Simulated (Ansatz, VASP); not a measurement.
**One calculation of Ga3Se, two programs**

```
Ga Se
1.0
     4.43246    0.00000    0.00000
     0.00000    4.43246    0.00000
     0.00000    0.00000    4.43246
Ga Se
3 1
Direct
  0.00000 0.50000 0.50000
  0.50000 0.00000 0.50000
  0.50000 0.50000 0.00000
  0.00000 0.00000 0.00000
```

Alike in both runs: task single point; functional PBE; k mesh 6 × 6 × 6; occupations gaussian, width 0.1 eV; no spin polarisation.

```csv
,VASP,Ansatz
version,VASP 6.6.1,Ansatz 0.2.0
potentials or method,"VASP PAW PBE potentials, release 64 (Ga_d, Se), cutoff 520 eV","scalar-relativistic, plane waves, PAW"
valence electrons in the cell,45,55
```

Ansatz gave:

| Quantity | Value |
| --- | --- |
| gap on the k mesh at the Fermi level (eV) | none |
| pressure (GPa) | -0.6 |

Question: Which values does VASP return?

Answer: gap on the k mesh at the Fermi level (eV): none; pressure (GPa): -0.5.

A gap of «none» marks a metal or a gap that the smearing closes. With one functional, cell and mesh, what is left measures potentials, basis and numerics. VASP's potentials hold 45 valence electrons a cell and Ansatz's 55, so a difference there can come from the potentials and not from the codes.
